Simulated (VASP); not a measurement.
Write the native input for VASP 6.6.1 that does the following.

```yaml
Task: single point
Functional: PBE
Potentials_or_basis: VASP PAW PBE potentials, release 64 (Ti_sv)
Cutoff: 520 eV
k_mesh: 13 × 13 × 7
Occupations: fermi-dirac, width 0.08 eV
Spin: no spin polarisation
Dipole_correction: no
Further_INCAR_settings: ALGO = Normal; EDIFF = 1e-06; NBANDS = 19
```

The structure of Ti lies in POSCAR:

```
Ti
1.0
    2.8897769248      0.0000000000      0.0000000000
   -1.4448884624      2.5026202281      0.0000000000
    0.0000000000      0.0000000000      4.5903405054
Ti
2
Direct
    0.3333333333      0.6666666667      0.2500000000
    0.6666666667      0.3333333333      0.7500000000
```

One way to write it, as run:

INCAR

```
SYSTEM = Ti
ALGO     = Normal         ! electronic algorithm
EDIFF    = 1E-6           ! SCF threshold, eV
ENCUT    = 520            ! plane-wave cutoff, eV
GGA      = PE             ! functional
ISIF     = 2              ! what is computed and relaxed
ISMEAR   = -1             ! smearing method
LASPH    = .True.         ! aspherical terms in the spheres
LCHARG   = .False.        ! write CHGCAR
LREAL    = .False.        ! projectors in reciprocal space
LWAVE    = .False.        ! write WAVECAR
NBANDS   = 19             ! bands
NELM     = 80             ! most SCF steps
PREC     = Accurate       ! precision mode
SIGMA    = 0.08           ! smearing width, eV
```

KPOINTS

```
k-points
0
Gamma
  13 13 7
  0 0 0
```

Potentials or basis: VASP PAW PBE potentials, release 64 (Ti_sv).

Launch:

```bash
$ cat potpaw_PBE.64/Ti_sv/POTCAR > POTCAR
$ mpirun -np 1 vasp_std > vasp.out
```

It gave:

```yaml
Pressure: 5.4 GPa
Band_gap_on_the_k_mesh: zero (bands 12 and 13 overlap by 1.14 eV)
```

Caveat: the cell stands under pressure.

Run time: 56 s on 1 thread of Intel Xeon 8259CL (shared host), peak memory 0.18 GiB.
